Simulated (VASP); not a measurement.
# V4Cu3AgO12 (Im-3) in VASP: single point with PBE

Aim: the single point of V4Cu3AgO12 with PBE.

All numbers are computed with VASP 6.6.1; they aren't measurements. Logs are shortened: lines on timing, memory, paths and dates and some standing lists are left out, and cuts for length are marked.

**1. The cell of the first run**

It takes space group Im-3 (No. 204, cubic). Conventional cell: a = 7.279 Å, b = 7.279 Å, c = 7.279 Å, α = 90.00°, β = 90.00°, γ = 90.00°. Within 2.5 Å of V (site symmetry -3) lie 6 O at 1.92 Å. Within 2.7 Å of Cu (site symmetry mmm) lie 8 O at 1.97 to 2.68 Å. Ag (site symmetry m-3) has 12 O at 2.61 Å and 8 V at 3.15 Å within 3.4 Å. O (site symmetry m) has 2 V at 1.92 Å and 1 Cu at 1.97 Å within 2.5 Å.

**2. Single point, PBE**

INCAR reads:

```
  PREC = Accurate
  ENCUT = 600
  EDIFF = 1E-6
  ISMEAR = -1
  SIGMA = 0.05
  LREAL = False
  LASPH = True
  NELM = 120
  ALGO = Normal
  ISIF = 2
  LWAVE = False
  LCHARG = False
  GGA = PE
  NBANDS = 100
  GGA_COMPAT = False
```

KPOINTS reads:

```
Automatic mesh
0
Gamma
  7 7 7
```

POSCAR reads:

```
V4Cu3AgO12
1.0
   -3.6395200000      3.6395200000      3.6395200000
    3.6395200000     -3.6395200000      3.6395200000
    3.6395200000      3.6395200000     -3.6395200000
V Cu Ag O
4 3 1 12
Direct
    0.5000000000      0.5000000000      0.5000000000
    0.0000000000      0.0000000000      0.5000000000
    0.5000000000      0.0000000000      0.0000000000
    0.0000000000      0.5000000000      0.0000000000
    0.0000000000      0.5000000000      0.5000000000
    0.5000000000      0.0000000000      0.5000000000
    0.5000000000      0.5000000000      0.0000000000
    0.0000000000      0.0000000000      0.0000000000
    0.1876625140      0.3050834869      0.4927460009
    0.8123374860      0.6949165131      0.5072539991
    0.8123374860      0.3050834869      0.1174209729
    0.1876625140      0.6949165131      0.8825790271
    0.4927460009      0.1876625140      0.3050834869
    0.5072539991      0.8123374860      0.6949165131
    0.1174209729      0.8123374860      0.3050834869
    0.8825790271      0.1876625140      0.6949165131
    0.3050834869      0.4927460009      0.1876625140
    0.6949165131      0.5072539991      0.8123374860
    0.3050834869      0.1174209729      0.8123374860
    0.6949165131      0.8825790271      0.1876625140
```

Potentials or basis: VASP PAW PBE potentials, release 64 (V_sv, Cu, Ag, O).

The run is started by

```bash
cat potpaw_PBE.64/V_sv/POTCAR potpaw_PBE.64/Cu/POTCAR potpaw_PBE.64/Ag/POTCAR potpaw_PBE.64/O/POTCAR > POTCAR
mpirun -np 1 vasp_std > vasp.out
```

OUTCAR:

```text
PREC = Accurate
   ENCUT = 600
   EDIFF = 1E-6
   ISMEAR = -1
   LREAL = False
   LASPH = True
   NELM = 120
   ISIF = 2
   GGA = PE

 ion  position               nearest neighbor table
   1  0.500  0.500  0.500-   9 1.92  10 1.92  13 1.92  14 1.92  17 1.92  18 1.92   8 3.15   8 3.15

   2  0.000  0.000  0.500-  15 1.92  16 1.92  19 1.92  20 1.92   9 1.92  10 1.92   8 3.15   8 3.15

   3  0.500  0.000  0.000-  11 1.92  12 1.92  19 1.92  20 1.92  13 1.92  14 1.92   8 3.15   8 3.15

   4  0.000  0.500  0.000-  11 1.92  12 1.92  15 1.92  16 1.92  17 1.92  18 1.92   8 3.15   8 3.15

   5  0.000  0.500  0.500-  11 1.97  12 1.97   9 1.97  10 1.97
   6  0.500  0.000  0.500-  15 1.97  16 1.97  13 1.97  14 1.97
   7  0.500  0.500  0.000-  19 1.97  20 1.97  17 1.97  18 1.97
   8  0.000  0.000  0.000-   9 2.61  10 2.61  13 2.61  14 2.61  17 2.61  18 2.61  15 2.61  16 2.61
                            11 2.61  12 2.61  19 2.61  20 2.61   1 3.15   2 3.15   3 3.15   4 3.15
   9  0.188  0.305  0.493-   1 1.92   2 1.92   5 1.97   8 2.61
  10  0.812  0.695  0.507-   1 1.92   2 1.92   5 1.97   8 2.61
  11  0.812  0.305  0.117-   3 1.92   4 1.92   5 1.97   8 2.61
  12  0.188  0.695  0.883-   3 1.92   4 1.92   5 1.97   8 2.61
  13  0.493  0.188  0.305-   1 1.92   3 1.92   6 1.97   8 2.61
  14  0.507  0.812  0.695-   1 1.92   3 1.92   6 1.97   8 2.61
  15  0.117  0.812  0.305-   2 1.92   4 1.92   6 1.97   8 2.61
  16  0.883  0.188  0.695-   2 1.92   4 1.92   6 1.97   8 2.61
  17  0.305  0.493  0.188-   1 1.92   4 1.92   7 1.97   8 2.61
  18  0.695  0.507  0.812-   1 1.92   4 1.92   7 1.97   8 2.61
  19  0.305  0.117  0.812-   2 1.92   3 1.92   7 1.97   8 2.61
  20  0.695  0.883  0.188-   2 1.92   3 1.92   7 1.97   8 2.61

  LATTYP: Found a body centered cubic cell.
 ALAT       =     7.2790400000

  Lattice vectors:

 A1 = (  -3.6395200000,   3.6395200000,   3.6395200000)
 A2 = (   3.6395200000,  -3.6395200000,   3.6395200000)
 A3 = (   3.6395200000,   3.6395200000,  -3.6395200000)

Analysis of symmetry for initial positions (statically):
=====================================================================
 Subroutine PRICEL returns:
 Original cell was already a primitive cell.

 Routine SETGRP: Setting up the symmetry group for a
 body centered cubic supercell.

 Subroutine GETGRP returns: Found 24 space group operations
 (whereof 24 operations were pure point group operations)
 out of a pool of 48 trial point group operations.

The static configuration has the point symmetry T_h .

Analysis of symmetry for dynamics (positions and initial velocities):
=====================================================================
 Subroutine PRICEL returns:
 Original cell was already a primitive cell.

 Routine SETGRP: Setting up the symmetry group for a
 body centered cubic supercell.

 Subroutine GETGRP returns: Found 24 space group operations
 (whereof 24 operations were pure point group operations)
 out of a pool of 48 trial point group operations.

The dynamic configuration has the point symmetry T_h .

 Subroutine INISYM returns: Found 24 space group operations
 (whereof 24 operations are pure point group operations),
 and found     1 'primitive' translations

----------------------------------------------------------------------------------------

                                     Primitive cell

  volume of cell :     192.8379

  direct lattice vectors                    reciprocal lattice vectors
    -3.639520000  3.639520000  3.639520000     0.000000000  0.137380754  0.137380754
     3.639520000 -3.639520000  3.639520000     0.137380754  0.000000000  0.137380754
     3.639520000  3.639520000 -3.639520000     0.137380754  0.137380754  0.000000000

  length of vectors
     6.303833555  6.303833555  6.303833555     0.194285725  0.194285725  0.194285725

  position of ions in fractional coordinates (direct lattice)
     0.500000000  0.500000000  0.500000000
     0.000000000  0.000000000  0.500000000
     0.500000000  0.000000000  0.000000000
     0.000000000  0.500000000  0.000000000
     0.000000000  0.500000000  0.500000000
     0.500000000  0.000000000  0.500000000
[... 12 lines left out ...]
     0.305083487  0.117420973  0.812337486
     0.694916513  0.882579027  0.187662514

  ion indices of the primitive-cell ions
   primitive index   ion index
                 1           1
                 2           2
                 3           3
                 4           4
                 5           5
                 6           6
[... 12 lines left out ...]
                19          19
                20          20

----------------------------------------------------------------------------------------

 KPOINTS: Automatic mesh

Automatic generation of k-mesh.
 Grid dimensions read from file:
 generate k-points for:    7    7    7

 Generating k-lattice:

  Cartesian coordinates                     Fractional coordinates (reciprocal lattice)
     0.000000000  0.019625822  0.019625822     0.142857143  0.000000000  0.000000000
     0.019625822  0.000000000  0.019625822     0.000000000  0.142857143  0.000000000
     0.019625822  0.019625822  0.000000000     0.000000000  0.000000000  0.142857143

  Length of vectors
     0.027755104  0.027755104  0.027755104

  Shift w.r.t. Gamma in fractional coordinates (k-lattice)
     0.000000000  0.000000000  0.000000000

 Subroutine IBZKPT returns following result:
 ===========================================

 Found     24 irreducible k-points:

 Following reciprocal coordinates:
            Coordinates               Weight
  0.000000  0.000000  0.000000      1.000000
  0.142857  0.000000  0.000000     12.000000
  0.285714  0.000000  0.000000     12.000000
  0.428571  0.000000  0.000000     12.000000
  0.142857  0.142857  0.000000     24.000000
  0.285714  0.142857 -0.000000     24.000000
[... 16 lines left out ...]
 -0.428571 -0.428571  0.285714      8.000000
 -0.428571  0.428571  0.428571      6.000000
   k-points           NKPTS =     24   k-points in BZ     NKDIM =     24   number of bands    NBANDS=    100
   number of dos      NEDOS =    301   number of ions     NIONS =     20
   total plane-waves  NPLWV = 125000
   dimension x,y,z NGX =    50 NGY =   50 NGZ =   50
   dimension x,y,z NGXF=   100 NGYF=  100 NGZF=  100
   ions per type =               4   3   1  12
   NGX,Y,Z   is equivalent  to a cutoff of  13.19, 13.19, 13.19 a.u.
   NGXF,Y,Z  is equivalent  to a cutoff of  26.37, 26.37, 26.37 a.u.
 SYSTEM =  unknown system
   PREC   = accura    normal or accurate (medium, high low for compatibility)
   ISTART =      0    job   : 0-new  1-cont  2-samecut
   ICHARG =      2    charge: 1-file 2-atom 10-const
   ISPIN  =      1    spin polarized calculation?
   LNONCOLLINEAR =      F non collinear calculations
   LSORBIT =      F    spin-orbit coupling
   LASPH  =      T    aspherical Exc in radial PAW
   ENCUT  =  600.0 eV  44.10 Ry    6.64 a.u.  12.59 12.59 12.59*2*pi/ulx,y,z
   NELM   =    120;   NELMIN=  2; NELMDL= -5     # of ELM steps
   EDIFF  = 0.1E-05   stopping-criterion for ELM
   LREAL  =      F    real-space projection
   EDIFFG = 0.1E-04   stopping-criterion for IOM
   NSW    =      0    number of steps for IOM
   IBRION =     -1    ionic relax: 0-MD 1-quasi-New 2-CG
   NFREE  =      0    steps in history (QN), initial steepest desc. (CG)
   ISIF   =      2    stress and relaxation
   ISYM   =      2    0-nonsym 1-usesym 2-fastsym
   POTIM  = 0.5000    time-step for ionic-motion
   TEBEG  =    0.0;   TEEND  =   0.0 temperature during run
   PSTRESS=    0.0 pullay stress
   NELECT =     168.0000    total number of electrons
   NUPDOWN=      -1.0000    fix difference up-down
   EMIN   =  10.00;   EMAX   =-10.00  energy-range for DOS
   EFERMI =   0.00;   METHOD = LEGACY
   ISMEAR =    -1;   SIGMA  =   0.05  broadening in eV -4-tet -1-fermi 0-gaus
   EFERMI_NEDOS =   21; number of points for ismear=-14 and -15
   IALGO  =     38    algorithm
   IMIX   =      4    mixing-type and parameters
     AMIX     =   0.40;   BMIX     =  1.00
     AMIX_MAG =   1.60;   BMIX_MAG =  1.00
  volume/ion in A,a.u.               =       9.64        65.07
  Fermi-wavevector in a.u.,A,eV,Ry     =   1.563557  2.954695 33.262321  2.444712
  Thomas-Fermi vector in A             =   2.666311
   LORBIT       =      0    0 simple, 1 ext, 2 COOP (PROOUT), +10 PAW based schemes
   GGA     = PE    functional components
   LHFCALC =     F    Hartree Fock is set to
   AEXX    =    0.0000 exact exchange contribution
   IVDW    =     0    specifies the selected vdW correction
   LEPSILON=     F    determine dielectric tensor
   LRPA    =     F    only Hartree local field effects (RPA)
 non-spin polarized calculation
  energy-cutoff  :      600.00
  volume of cell :      192.84
 maximum number of plane-waves:      6471
   NGX = 25   NGY = 25   NGZ = 25

 number of electron     168.0000058 magnetization

 Free energy of the ion-electron system (eV)
  ---------------------------------------------------
  ext. energy  EPLUGINS =         0.00000000
  ---------------------------------------------------
  free energy    TOTEN  =      -141.88450733 eV

  energy without entropy =     -141.82718516  energy(sigma->0) =     -141.85584624

 E-fermi :   6.6002     XC(G=0): -12.2499

 val. band max:        6.5887362046   @ k =   0.1429  -0.1429   0.2857
 cond. band min:       6.6005150886   @ k =  -0.2857   0.2857   0.1429
 fundamental gap:      0.0117788839
 Fermi energy:         6.6002446448

 k-point     1 :       0.0000    0.0000    0.0000
  band No.  band energies     occupation
      1     -59.0648      2.00000
      2     -59.0617      2.00000
      3     -59.0617      2.00000
      4     -59.0617      2.00000
      5     -32.9681      2.00000
      6     -32.9681      2.00000
[... 88 lines left out ...]
     95       8.0555      0.00000
     96       8.3043      0.00000

 k-point     2 :       0.1429    0.0000    0.0000
  band No.  band energies     occupation
      1     -59.0647      2.00000
      2     -59.0618      2.00000
      3     -59.0617      2.00000
      4     -59.0617      2.00000
      5     -32.9677      2.00000
      6     -32.9676      2.00000
[... 2266 lines left out ...]
     95       8.1043      0.00000
     96       8.1173      0.00000
 [bands above 96 left out]

------------------------ aborting loop because EDIFF is reached ----------------------------------------

  FORCE on cell =-STRESS in cart. coord.  units (eV):
  Direction    XX          YY          ZZ          XY          YZ          ZX
  --------------------------------------------------------------------------------------
  -------------------------------------------------------------------------------------
  Total        3.8421547      3.8421547      3.8421547      0.0000000      0.0000000      0.0000000
  in kB       31.9222213     31.9222213     31.9222213      0.0000000      0.0000000      0.0000000
  external PRESSURE =      31.9222213 kB  Pullay stress =       0.0000000 kB

 VOLUME and BASIS-vectors are now :
 -----------------------------------------------------------------------------
  energy-cutoff  :      600.00
  volume of cell :      192.84
      direct lattice vectors                 reciprocal lattice vectors
    -3.639520000  3.639520000  3.639520000     0.000000000  0.137380754  0.137380754
     3.639520000 -3.639520000  3.639520000     0.137380754  0.000000000  0.137380754
     3.639520000  3.639520000 -3.639520000     0.137380754  0.137380754  0.000000000

 POSITION                                       TOTAL-FORCE (eV/Angst)
 -----------------------------------------------------------------------------------
      1.81976      1.81976      1.81976         0.000000     -0.000000     -0.000000
      1.81976      1.81976     -1.81976         0.000000     -0.000000     -0.000000
     -1.81976      1.81976      1.81976         0.000000     -0.000000     -0.000000
      1.81976     -1.81976      1.81976         0.000000     -0.000000     -0.000000
      3.63952      0.00000      0.00000         0.000000     -0.000000     -0.000000
      0.00000      3.63952      0.00000         0.000000     -0.000000     -0.000000
[... 12 lines left out ...]
      2.27352      3.63952     -1.41881        -0.011755      0.000000     -0.019103
      1.36600      0.00000      5.05833         0.011755     -0.000000      0.019103
 -----------------------------------------------------------------------------------
    total drift:                                0.000000      0.000000     -0.000000

  FREE ENERGIE OF THE ION-ELECTRON SYSTEM (eV)
  ---------------------------------------------------
  free  energy   TOTEN  =      -141.8845073298 eV

  energy  without entropy=     -141.8271851596  energy(sigma->0) =     -141.85584624
```

It took 14 min on 1 thread of AMD EPYC 9R45 (Zen 5), shared host; peak memory 0.61 GiB.

Results:

- Free energy: -141.8845 eV
- Pressure: 3.2 GPa
- Largest force: 0.022 eV/Å
- Band gap on the k mesh: zero (bands 84 and 85 overlap by 0.23 eV)

Forces on the atoms (eV/Å):
```
V    0.000  0.000  0.000
V    0.000  0.000  0.000
V    0.000  0.000  0.000
V    0.000  0.000  0.000
Cu   0.000  0.000  0.000
Cu   0.000  0.000  0.000
Cu   0.000  0.000  0.000
Ag   0.000  0.000  0.000
O   -0.019  0.012  0.000
O    0.019 -0.012  0.000
O   -0.019 -0.012  0.000
O    0.019  0.012  0.000
O    0.000 -0.019  0.012
O    0.000  0.019 -0.012
O    0.000 -0.019 -0.012
O    0.000  0.019  0.012
O    0.012  0.000 -0.019
O   -0.012  0.000  0.019
O   -0.012  0.000 -0.019
O    0.012  0.000  0.019
```

Caveat: the cell stands under pressure; the run has no spin polarisation, though such a crystal can be magnetic; semilocal functionals often make such compounds metallic where correlation or magnetic order opens a gap, which also shifts bond lengths.
